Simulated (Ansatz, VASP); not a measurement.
## One calculation of WS2, two programs

INCAR

```
SYSTEM = WS2
PREC     = Accurate       ! precision mode
ENCUT    = 520            ! plane-wave cutoff, eV
EDIFF    = 1E-7           ! SCF threshold, eV
ISMEAR   = 0              ! smearing method
SIGMA    = 0.05           ! smearing width, eV
LREAL    = .False.        ! projectors in reciprocal space
LASPH    = .True.         ! aspherical terms in the spheres
NELM     = 60             ! most SCF steps
ALGO     = Normal         ! electronic algorithm
ISIF     = 2              ! what is computed and relaxed
LWAVE    = .False.        ! write WAVECAR
LCHARG   = .False.        ! write CHGCAR
NBANDS   = 35             ! bands
```

KPOINTS

```
regular mesh
0
Gamma
  12 12 4
  0 0 0
```

File POSCAR:

```
WS2
1.0
    3.2078374247      0.0000000000      0.0000000000
   -1.6039187124      2.7780687010      0.0000000000
    0.0000000000      0.0000000000     12.4678049309
W S
2 4
Direct
    0.3333333333      0.6666666667      0.2500000000
    0.6666666667      0.3333333333      0.7500000000
    0.3333333333      0.6666666667      0.6145775701
    0.6666666667      0.3333333333      0.1145775701
    0.3333333333      0.6666666667      0.8854224299
    0.6666666667      0.3333333333      0.3854224299
```

Input for Ansatz:

```yaml
crystal:
  lattice:
    - [3.2078374247, 0.0, 0.0]
    - [-1.6039187124, 2.778068701, 0.0]
    - [0.0, 0.0, 12.4678049309]
  atoms:
    - { symbol: W, position: [0.3333333333, 0.6666666667, 0.25] }
    - { symbol: W, position: [0.6666666667, 0.3333333333, 0.75] }
    - { symbol: S, position: [0.3333333333, 0.6666666667, 0.6145775701] }
    - { symbol: S, position: [0.6666666667, 0.3333333333, 0.1145775701] }
    - { symbol: S, position: [0.3333333333, 0.6666666667, 0.8854224299] }
    - { symbol: S, position: [0.6666666667, 0.3333333333, 0.3854224299] }
basis:
  ecutwfc: 420
kpoints:
  mp_grid: { grid: [12, 12, 4] }
hamiltonian:
  xc: lda
  pseudopotentials: { kind: paw, azcp: { folder: soft_1 } }
scf:
  occupations: { method: gaussian, width: 0.05 }
output:
  forces: true
  stress: true
  eigenvalues: true
```

Alike in both runs: task single point; functional LDA; k mesh 12 × 12 × 4; occupations gaussian, width 0.05 eV; no spin polarisation.

|  | VASP | Ansatz |
| --- | --- | --- |
| version | VASP 6.6.1 | Ansatz 0.2.0 |
| potentials or method | VASP PAW LDA potentials, release 64 (W_sv, S), cutoff 520 eV | scalar-relativistic, plane waves, PAW |
| valence electrons in the cell | 52 | 52 |

|  | VASP | Ansatz | Ansatz less VASP |
| --- | --- | --- | --- |
| gap on the k mesh at the Fermi level (eV) | 0.84 | 0.83 | -0.007 |
| least direct gap on the mesh (eV) | 1.85 | 1.84 | -0.007 |
| pressure (GPa) | -18.0 | -18.3 | -0.27 |
| traceless stress, the component that is largest in VASP (GPa) | -6.70 | -6.72 | -0.015 |
| rms of the force components (eV/Å) | 1.187 | 1.203 | +0.0157 |

Ansatz warns that its potentials were made for another functional, while VASP's fit it. LDA's correlation is that of Perdew and Zunger in VASP and of Perdew and Wang (1992) in Ansatz. Atom by atom the forces differ by 0.016 eV/Å (rms over components).

Neither program's run includes spin-orbit coupling.
